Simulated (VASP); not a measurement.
# Cs (Pm-3n) in VASP: single point with PBEsol

Aim: the single point of Cs with PBEsol.

All numbers are computed with VASP 6.6.1; they aren't measurements. Logs are shortened: lines on timing, memory, paths and dates and some standing lists are left out, and cuts for length are marked.

## 1. The cell of the first run

The structure is cubic, space group Pm-3n (No. 223). The conventional cell has a = 9.965 Å, b = 9.965 Å, c = 9.965 Å, α = 90.00°, β = 90.00°, γ = 90.00°.

## 2. Single point, PBEsol

File INCAR:

```
PREC = Accurate
ENCUT = 520
EDIFF = 1E-6
ISMEAR = 0
SIGMA = 0.1
LREAL = F
LASPH = T
NELM = 100
ALGO = Normal
ISIF = 2
LWAVE = F
LCHARG = T
GGA = PS
LELF = T
LVHAR = T
NBANDS = 46
```

File KPOINTS:

```
Automatic mesh
0
Gamma
  2 2 2
```

File POSCAR:

```
Cs
1.0
    9.9646325200      0.0000000000      0.0000000000
    0.0000000000      9.9646325200      0.0000000000
    0.0000000000      0.0000000000      9.9646325200
Cs
8
Direct
    0.0000000000      0.2500000000      0.5000000000
    0.0000000000      0.7500000000      0.5000000000
    0.5000000000      0.0000000000      0.7500000000
    0.5000000000      0.0000000000      0.2500000000
    0.7500000000      0.5000000000      0.0000000000
    0.2500000000      0.5000000000      0.0000000000
    0.5000000000      0.5000000000      0.5000000000
    0.0000000000      0.0000000000      0.0000000000
```

Potentials or basis: VASP PAW PBE potentials, release 64 (Cs_sv).

Started as:

```sh
> cat potpaw_PBE.64/Cs_sv/POTCAR > POTCAR
> mpirun -np 1 vasp_std > vasp.out
```

OUTCAR:

```text
PREC = Accurate
   ENCUT = 520
   EDIFF = 1E-6
   ISMEAR = 0
   LREAL = F
   LASPH = T
   NELM = 100
   ISIF = 2
   GGA = PS

 ion  position               nearest neighbor table
   1  0.000  0.250  0.500-
   2  0.000  0.750  0.500-
   3  0.500  0.000  0.750-
   4  0.500  0.000  0.250-
   5  0.750  0.500  0.000-
   6  0.250  0.500  0.000-
   7  0.500  0.500  0.500-
   8  0.000  0.000  0.000-

  LATTYP: Found a simple cubic cell.
 ALAT       =     9.9646325200

  Lattice vectors:

 A1 = (   9.9646325200,   0.0000000000,   0.0000000000)
 A2 = (   0.0000000000,   9.9646325200,   0.0000000000)
 A3 = (   0.0000000000,   0.0000000000,   9.9646325200)

Analysis of symmetry for initial positions (statically):
=====================================================================
 Subroutine PRICEL returns:
 Original cell was already a primitive cell.

 Routine SETGRP: Setting up the symmetry group for a
 simple cubic supercell.

 Subroutine GETGRP returns: Found 48 space group operations
 (whereof 24 operations were pure point group operations)
 out of a pool of 48 trial point group operations.

The static configuration has the point symmetry T_h .
 The point group associated with its full space group is O_h .

Analysis of symmetry for dynamics (positions and initial velocities):
=====================================================================
 Subroutine PRICEL returns:
 Original cell was already a primitive cell.

 Routine SETGRP: Setting up the symmetry group for a
 simple cubic supercell.

 Subroutine GETGRP returns: Found 48 space group operations
 (whereof 24 operations were pure point group operations)
 out of a pool of 48 trial point group operations.

The dynamic configuration has the point symmetry T_h .
 The point group associated with its full space group is O_h .

 Subroutine INISYM returns: Found 48 space group operations
 (whereof 24 operations are pure point group operations),
 and found     1 'primitive' translations
[... 80 lines left out ...]
   ISPIN  =      1    spin polarized calculation?
   LNONCOLLINEAR =      F non collinear calculations
   LSORBIT =      F    spin-orbit coupling
   LASPH  =      T    aspherical Exc in radial PAW
   ENCUT  =  520.0 eV  38.22 Ry    6.18 a.u.  18.53 18.53 18.53*2*pi/ulx,y,z
   NELM   =    100;   NELMIN=  2; NELMDL= -5     # of ELM steps
   EDIFF  = 0.1E-05   stopping-criterion for ELM
   LREAL  =      F    real-space projection
   EDIFFG = 0.1E-04   stopping-criterion for IOM
   NSW    =      0    number of steps for IOM
   IBRION =     -1    ionic relax: 0-MD 1-quasi-New 2-CG
   NFREE  =      0    steps in history (QN), initial steepest desc. (CG)
   ISIF   =      2    stress and relaxation
   ISYM   =      2    0-nonsym 1-usesym 2-fastsym
   POTIM  = 0.5000    time-step for ionic-motion
   TEBEG  =    0.0;   TEEND  =   0.0 temperature during run
   PSTRESS=    0.0 pullay stress
   NELECT =      72.0000    total number of electrons
   NUPDOWN=      -1.0000    fix difference up-down
   EMIN   =  10.00;   EMAX   =-10.00  energy-range for DOS
   EFERMI =   0.00;   METHOD = LEGACY
   ISMEAR =     0;   SIGMA  =   0.10  broadening in eV -4-tet -1-fermi 0-gaus
   EFERMI_NEDOS =   21; number of points for ismear=-14 and -15
   IALGO  =     38    algorithm
   IMIX   =      4    mixing-type and parameters
     AMIX     =   0.40;   BMIX     =  1.00
     AMIX_MAG =   1.60;   BMIX_MAG =  1.00
  volume/ion in A,a.u.               =     123.68       834.62
  Fermi-wavevector in a.u.,A,eV,Ry     =   0.683478  1.291586  6.355850  0.467142
  Thomas-Fermi vector in A             =   1.762853
   LORBIT       =      0    0 simple, 1 ext, 2 COOP (PROOUT), +10 PAW based schemes
   GGA     = PS    functional components
   LHFCALC =     F    Hartree Fock is set to
   AEXX    =    0.0000 exact exchange contribution
   IVDW    =     0    specifies the selected vdW correction
   LEPSILON=     F    determine dielectric tensor
   LRPA    =     F    only Hartree local field effects (RPA)
 non-spin polarized calculation
 Gauss-broadening in eV      SIGMA  =   0.10
  energy-cutoff  :      520.00
  volume of cell :      989.43
 maximum number of plane-waves:     26745
 NGX is ok and might be reduce to    80
   NGX = 37   NGY = 37   NGZ = 37

 number of electron      71.9999988 magnetization

 Free energy of the ion-electron system (eV)
  ---------------------------------------------------
  ext. energy  EPLUGINS =         0.00000000
  ---------------------------------------------------
  free energy    TOTEN  =        -7.51918759 eV

  energy without entropy =       -7.47877502  energy(sigma->0) =       -7.49898130

 E-fermi :   0.3071     XC(G=0):  -5.2847

 val. band max:        0.1383545623   @ k =   0.0000   0.0000   0.0000
 cond. band min:       0.3381069305   @ k =   0.5000   0.0000   0.0000
 fundamental gap:      0.1997523682
 Fermi energy:         0.3071051934

 k-point     1 :       0.0000    0.0000    0.0000
  band No.  band energies     occupation
      1     -23.6871      2.00000
      2     -23.6856      2.00000
      3     -23.6856      2.00000
      4     -23.6789      2.00000
      5     -23.6789      2.00000
      6     -23.6789      2.00000
[... 185 lines left out ...]
     45       1.6786      0.00000
     46       1.6786      0.00000

------------------------ aborting loop because EDIFF is reached ----------------------------------------

  FORCE on cell =-STRESS in cart. coord.  units (eV):
  Direction    XX          YY          ZZ          XY          YZ          ZX
  --------------------------------------------------------------------------------------
  -------------------------------------------------------------------------------------
  Total       -1.3634341     -1.3634341     -1.3634341      0.0000000     -0.0000000      0.0000000
  in kB       -2.2078057     -2.2078057     -2.2078057      0.0000000     -0.0000000      0.0000000
  external PRESSURE =      -2.2078057 kB  Pullay stress =       0.0000000 kB

 VOLUME and BASIS-vectors are now :
 -----------------------------------------------------------------------------
  energy-cutoff  :      520.00
  volume of cell :      989.43
      direct lattice vectors                 reciprocal lattice vectors
     9.964632520  0.000000000  0.000000000     0.100354930  0.000000000  0.000000000
     0.000000000  9.964632520  0.000000000     0.000000000  0.100354930  0.000000000
     0.000000000  0.000000000  9.964632520     0.000000000  0.000000000  0.100354930

 POSITION                                       TOTAL-FORCE (eV/Angst)
 -----------------------------------------------------------------------------------
      0.00000      2.49116      4.98232         0.000000      0.000000     -0.000000
      0.00000      7.47347      4.98232        -0.000000     -0.000000     -0.000000
      4.98232      0.00000      7.47347        -0.000000     -0.000000     -0.000000
      4.98232      0.00000      2.49116         0.000000      0.000000      0.000000
      7.47347      4.98232      0.00000        -0.000000      0.000000      0.000000
      2.49116      4.98232      0.00000         0.000000     -0.000000     -0.000000
      4.98232      4.98232      4.98232        -0.000000      0.000000      0.000000
      0.00000      0.00000      0.00000        -0.000000      0.000000      0.000000
 -----------------------------------------------------------------------------------
    total drift:                                0.000000      0.000000     -0.000000

  FREE ENERGIE OF THE ION-ELECTRON SYSTEM (eV)
  ---------------------------------------------------
  free  energy   TOTEN  =        -7.5191875850 eV

  energy  without entropy=       -7.4787750230  energy(sigma->0) =       -7.49898130
```

OSZICAR:

```text
N       E                     dE             d eps       ncg     rms          rms(c)
DAV:   1     0.610586477988E+03    0.61059E+03   -0.23467E+04   368   0.114E+03
DAV:   2     0.919472847976E+02   -0.51864E+03   -0.51089E+03   558   0.202E+02
DAV:   3    -0.483491688363E+01   -0.96782E+02   -0.96279E+02   450   0.866E+01
DAV:   4    -0.748311503295E+01   -0.26482E+01   -0.26458E+01   434   0.184E+01
DAV:   5    -0.750976579624E+01   -0.26651E-01   -0.26640E-01   442   0.181E+00    0.364E-01
DAV:   6    -0.751324285134E+01   -0.34771E-02   -0.11169E-02   436   0.358E-01    0.260E-01
DAV:   7    -0.751862550404E+01   -0.53827E-02   -0.19771E-02   434   0.463E-01    0.793E-02
DAV:   8    -0.751916464771E+01   -0.53914E-03   -0.81633E-04   436   0.910E-02    0.286E-02
DAV:   9    -0.751918988535E+01   -0.25238E-04   -0.12951E-04   442   0.368E-02    0.892E-03
DAV:  10    -0.751918885558E+01    0.10298E-05   -0.63680E-06   396   0.751E-03    0.321E-03
DAV:  11    -0.751918742589E+01    0.14297E-05   -0.99834E-07   312   0.356E-03    0.117E-03
DAV:  12    -0.751918758500E+01   -0.15911E-06   -0.13891E-07   268   0.147E-03
   1 F= -.75191876E+01 E0= -.74989813E+01  d E =-.404126E-01
```

stdout:

```text
POSCAR found type information on POSCAR Cs
 POSCAR found :  1 types and       8 ions
 scaLAPACK will be used
 -----------------------------------------------------------------------------
|                                                                             |
|                                                                             |
|     You enforced a specific xc type in the INCAR file but a different       |
|     I HOPE YOU KNOW WHAT YOU ARE DOING!                                     |
|                                                                             |
 -----------------------------------------------------------------------------

 LDA part: xc-table for (Slater+PW92), standard interpolation
 POSCAR, INCAR and KPOINTS ok, starting setup
 FFT: planning ... GRIDC
 FFT: planning ... GRID_SOFT
 FFT: planning ... GRID
 WAVECAR not read
 entering main loop
```

Run time: 2 min. Hardware: 1 thread of Intel Xeon 6975P-C (Granite Rapids), shared host; peak memory 0.93 GiB.

Results:

```
Free energy            : -7.5192 eV
Pressure               : -0.2 GPa
Band gap on the k mesh : zero (bands 36 and 37 overlap by 0.40 eV)
```

Caveat: the PAW data sets were made with another functional, which shifts forces and pressure a little; spin-orbit coupling is left out, which moves the levels of the heavy elements.

The gap in the log of VASP goes by the Fermi energy; the results here count the filled bands.